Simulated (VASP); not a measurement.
# Al13B3N16 (P1) in VASP: notebook, part 2 of 2

VASP 6.6.1.

### Step 3. Single point, PBEsol

This run uses another cell than the first one, of 9.52 Å³/atom.

The input, INCAR:

```
SYSTEM = Al13B3N16
  PREC = Accurate
  ENCUT = 700
  EDIFF = 1E-6
  ISMEAR = -1
  SIGMA = 0.05
  LREAL = Auto
  LASPH = .True.
  NELM = 120
  ALGO = Normal
  ISIF = 2
  LWAVE = .False.
  LCHARG = .False.
  GGA = PS
  NBANDS = 246
  ISYM = -1
  GGA_COMPAT = .False.
```

The input, KPOINTS:

```
explicit points
1
Reciprocal
  0.25000000   0.25000000   0.25000000 1
```

The input, POSCAR:

```
Al13B3N16
1.0
    9.0401013528      0.0000000000      0.0000000000
    0.0000000000     10.4563874009      0.0000000000
    0.0000000000      0.0000000000      9.6665445066
B Al N
9 39 48
Direct
    0.1715390000      0.0789730000      0.2557730000
    0.5045420000      0.0823830000      0.2461200000
    0.5051930000      0.0764700000      0.7470220000
    0.8296380000      0.0805610000      0.7492840000
    0.5004710000      0.5848760000      0.7547300000
    0.8297370000      0.5827810000      0.2545360000
    0.1679810000      0.4144640000      0.0047120000
    0.6645850000      0.1605330000      0.4939600000
    0.5009070000      0.9249330000      0.9979170000
    0.1705350000      0.0825490000      0.7457550000
    0.0032520000      0.3343000000      0.2423170000
    0.9967010000      0.3290300000      0.7543370000
    0.3322720000      0.3251740000      0.2422810000
    0.3363040000      0.3320790000      0.7546540000
    0.1667590000      0.5815800000      0.2443420000
    0.1688300000      0.5765800000      0.7534890000
    0.9963520000      0.8352670000      0.2495790000
    0.0010800000      0.8351540000      0.7495400000
    0.8278310000      0.0855750000      0.2502900000
    0.6607950000      0.3285720000      0.2524130000
    0.6641970000      0.3254730000      0.7420910000
    0.5036300000      0.5821260000      0.2490800000
    0.3398200000      0.8454160000      0.2434800000
    0.3431610000      0.8381330000      0.7545800000
    0.8248290000      0.5820410000      0.7480570000
    0.6672950000      0.8363460000      0.2426220000
    0.6581610000      0.8414520000      0.7549620000
    0.9934260000      0.1656460000      0.4959070000
    0.0048310000      0.1678900000      0.9983240000
    0.3448450000      0.1637280000      0.4895250000
    0.3360750000      0.1596200000      0.0022730000
    0.1673400000      0.4150550000      0.4985550000
    0.9961300000      0.6652110000      0.4919400000
    0.9981490000      0.6583930000      0.0055890000
    0.6610410000      0.1583890000      0.9890410000
    0.4994290000      0.4136780000      0.5053450000
    0.4961480000      0.4175840000      0.9923780000
    0.3388810000      0.6665170000      0.5043100000
    0.3370540000      0.6669710000      0.9930970000
    0.1689810000      0.9172170000      0.4930180000
    0.1722610000      0.9214270000      0.0052390000
    0.8305720000      0.4109850000      0.4923870000
    0.8321810000      0.4198270000      0.0039060000
    0.6642380000      0.6658540000      0.4982590000
    0.6633810000      0.6697570000      0.9991790000
    0.5053280000      0.9262250000      0.4967260000
    0.8274010000      0.9250450000      0.5057690000
    0.8319810000      0.9208560000      0.9918660000
    0.0164850000      0.1573560000      0.1957020000
    0.9805540000      0.1554480000      0.6932510000
    0.3361730000      0.1462460000      0.2013800000
    0.3592440000      0.1590940000      0.6907590000
    0.1696940000      0.4152580000      0.1698620000
    0.1660300000      0.4085690000      0.6893770000
    0.9808230000      0.6573220000      0.2012500000
    0.9974790000      0.6652900000      0.6878690000
    0.6465330000      0.1588370000      0.1849670000
    0.6622980000      0.1478210000      0.6835920000
    0.4983990000      0.4158210000      0.1860150000
    0.4995390000      0.4352610000      0.7008210000
    0.3365130000      0.6731890000      0.1868160000
    0.3514620000      0.6603380000      0.7033760000
    0.1655770000      0.9349310000      0.2005340000
    0.1716450000      0.9140400000      0.6872100000
    0.8287980000      0.4309850000      0.2003580000
    0.8318600000      0.4145660000      0.6865040000
    0.6834950000      0.6588780000      0.1951120000
    0.6465510000      0.6648360000      0.6963520000
    0.5042520000      0.9388530000      0.1747970000
    0.5002060000      0.9375230000      0.6898140000
    0.8340790000      0.9214160000      0.1844970000
    0.8313880000      0.9328630000      0.7025280000
    0.1673300000      0.0844590000      0.4227340000
    0.1681410000      0.0835600000      0.9357100000
    0.0018060000      0.3325270000      0.4350880000
    0.0158740000      0.3435170000      0.9517640000
    0.5202280000      0.0896140000      0.4187200000
    0.4986640000      0.0667240000      0.9213950000
    0.3336520000      0.3325040000      0.4365380000
    0.3147650000      0.3364860000      0.9502360000
    0.1697630000      0.5839260000      0.4393130000
    0.1676110000      0.5641650000      0.9499960000
    0.9942370000      0.8377460000      0.4430290000
    0.0061950000      0.8287000000      0.9450040000
    0.8110610000      0.0940420000      0.4435960000
    0.8352170000      0.0875310000      0.9167700000
    0.6622840000      0.3094200000      0.4512820000
    0.6664390000      0.3288890000      0.9374400000
    0.5009850000      0.5785560000      0.4390570000
    0.5019330000      0.5838680000      0.9206200000
    0.3406390000      0.8350930000      0.4383200000
    0.3530810000      0.8453770000      0.9512110000
    0.8283240000      0.5797390000      0.4215540000
    0.8292410000      0.5854140000      0.9378560000
    0.6673040000      0.8340450000      0.4388860000
    0.6455260000      0.8455930000      0.9510310000
```

Potentials or basis: VASP PAW PBE potentials, release 64 (B, Al, N).

Launch:

```console
> cat potpaw_PBE.64/B/POTCAR potpaw_PBE.64/Al/POTCAR potpaw_PBE.64/N/POTCAR > POTCAR
> mpirun -np 1 vasp_std > vasp.out
```

Wall time 8.4 min (1 thread of AMD EPYC 9R45 (Zen 5), shared host); peak memory 1.2 GiB.

It converged, with:

```
Free energy            : -761.5531 eV
Pressure               : -0.1 GPa
Largest force          : 0.024 eV/Å
Band gap on the k mesh : 4.53 eV
```

Forces in eV/Å, atoms in the order of the input:
```
B   -0.001  0.012 -0.010
B   -0.007  0.002  0.005
B    0.001  0.013  0.006
B   -0.004  0.012 -0.007
B    0.004 -0.004 -0.006
B   -0.001  0.000 -0.008
B    0.001  0.001 -0.007
B   -0.010 -0.002  0.012
B   -0.002  0.004  0.007
Al   0.001  0.008 -0.009
Al  -0.004  0.000  0.000
Al   0.000 -0.004  0.002
Al   0.001  0.000  0.004
Al   0.002 -0.004 -0.002
Al   0.004  0.001 -0.002
Al  -0.002  0.005 -0.002
Al   0.008 -0.006 -0.002
Al  -0.001 -0.001 -0.002
Al   0.005  0.004 -0.002
Al   0.005 -0.001  0.003
Al  -0.002 -0.001 -0.002
Al  -0.003  0.004 -0.006
Al   0.002 -0.003 -0.002
Al  -0.003 -0.006  0.001
Al   0.000  0.000 -0.005
Al  -0.008 -0.003  0.005
Al   0.006 -0.010 -0.001
Al   0.006 -0.004 -0.002
Al  -0.011  0.000  0.002
Al  -0.001 -0.008  0.005
Al   0.004  0.004  0.003
Al   0.000  0.006 -0.004
Al  -0.002  0.001  0.002
Al   0.005  0.005  0.000
Al   0.001  0.001  0.004
Al   0.004 -0.002  0.001
Al   0.002  0.000  0.002
Al  -0.003  0.003  0.000
Al  -0.004  0.001 -0.003
Al   0.000  0.000  0.007
Al  -0.003 -0.007 -0.002
Al  -0.002  0.005  0.005
Al   0.000 -0.004 -0.001
Al   0.004  0.001  0.001
Al  -0.002  0.006  0.003
Al  -0.005  0.002  0.005
Al   0.008  0.001  0.000
Al   0.006 -0.002  0.004
N   -0.015  0.005 -0.003
N    0.015  0.007 -0.002
N    0.001  0.008 -0.006
N   -0.012  0.010 -0.008
N    0.001  0.001  0.014
N   -0.002 -0.001  0.001
N    0.013  0.009 -0.002
N    0.001 -0.002  0.001
N    0.018  0.007 -0.007
N   -0.001  0.011 -0.001
N   -0.004  0.002 -0.005
N    0.001 -0.015 -0.003
N    0.000  0.002  0.006
N   -0.015  0.011 -0.005
N   -0.003 -0.020 -0.006
N    0.002 -0.004 -0.005
N   -0.002 -0.017  0.000
N   -0.002  0.001 -0.002
N   -0.012  0.010 -0.005
N    0.014  0.013 -0.005
N   -0.001 -0.015  0.002
N   -0.002 -0.015 -0.013
N    0.002  0.001 -0.006
N    0.001 -0.020 -0.005
N   -0.002  0.003  0.024
N   -0.001  0.000 -0.001
N    0.002  0.003 -0.002
N   -0.016 -0.006 -0.004
N   -0.006 -0.003  0.005
N   -0.004  0.011  0.004
N    0.001  0.001 -0.003
N    0.012 -0.011 -0.001
N    0.000 -0.002  0.002
N   -0.001  0.016 -0.001
N   -0.002  0.000  0.006
N    0.001 -0.002  0.001
N    0.016 -0.008 -0.004
N    0.006  0.001  0.018
N   -0.001  0.018 -0.006
N    0.002  0.001  0.002
N   -0.002 -0.003  0.004
N    0.000 -0.001  0.013
N    0.001 -0.001  0.001
N   -0.015 -0.012 -0.005
N    0.000 -0.003  0.020
N   -0.002 -0.001  0.001
N    0.000 -0.004 -0.002
N    0.013 -0.014 -0.003
```

Stress tensor (GPa, compression positive):
```
-0.08  0.03 -0.01
 0.03 -0.08  0.09
-0.01  0.09 -0.08
```

Levels at points of the mesh, in eV from the valence-band top:
```csv
k point,band 190,band 191,band 192,band 193,band 194,band 195
"(0.25, 0.25, 0.25)",-0.16,-0.04,0.00,4.53,4.83,4.96
```

Caveat: the PAW data sets were made with another functional, which shifts forces and pressure a little; a shifted mesh leaves out Γ, where band edges can lie. A k mesh can miss the band edges.
